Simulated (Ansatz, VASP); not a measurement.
## One calculation of GaP, two programs

```xyz
2
Lattice="0.0000 2.5585 2.5585 2.5585 0.0000 2.5585 2.5585 2.5585 0.0000" Properties=species:S:1:pos:R:3 pbc="T T T"
Ga    0.0000    0.0000    0.0000
P     2.5585    2.5585    2.5585
```

Alike in both runs: task single point; functional PBE; k mesh 6 × 6 × 6; occupations fermi-dirac, width 0.02 eV; no spin polarisation.

|  | VASP | Ansatz |
| --- | --- | --- |
| version | VASP 6.6.1 | Ansatz 0.2.0 |
| potentials or method | VASP PAW PBE potentials, release 64 (Ga_d, P) | plane waves |
| plane-wave cutoff (eV) | 520 | 420 |
| valence electrons in the cell | 18 | 18 |

|  | VASP | Ansatz | Ansatz less VASP |
| --- | --- | --- | --- |
| pressure (GPa) | 2.3 | 2.3 | -0.05 |

The functional is the same, so the differences come from potentials, cutoffs and numerics.
